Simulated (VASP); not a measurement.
A run of VASP 6.6.1 is set up as follows.

INCAR

```
SYSTEM = P
PREC = Accurate
ENCUT = 520
EDIFF = 1E-7
ISMEAR = 0
SIGMA = 0.1
LREAL = .FALSE.
LASPH = .TRUE.
NELM = 60
ALGO = Normal
ISIF = 2
LWAVE = .FALSE.
LCHARG = .FALSE.
GGA = PE
NBANDS = 30
```

KPOINTS

```
Automatic mesh
0
G
  4 4 4
  0 0 0
```

POSCAR

```
P
1.0
   -4.1095907592      4.1095907592      2.4475759753
    4.1095907592     -4.1095907592      2.4475759753
    4.1095907592      4.1095907592     -2.4475759753
P
8
Direct
    0.5777055909      0.0777055909      0.1996768491
    0.8780287418      0.3780287418      0.8003231509
    0.0777055909      0.8780287418      0.5000000000
    0.3780287418      0.5777055909      0.5000000000
    0.6219712582      0.4222944091      0.5000000000
    0.9222944091      0.1219712582      0.5000000000
    0.1219712582      0.6219712582      0.1996768491
    0.4222944091      0.9222944091      0.8003231509
```

Potentials or basis: VASP PAW PBE potentials, release 64 (P).

Launch:

```console
$ cat potpaw_PBE.64/P/POTCAR > POTCAR
$ mpirun -np 1 vasp_std > vasp.out
```

(1) What does it give for the pressure?

(2) Estimate the largest force.

Answers

(1) -0.2 GPa.

(2) 0.045 eV/Å.

Caveat: the k points lie up to 0.37 Å⁻¹ apart.
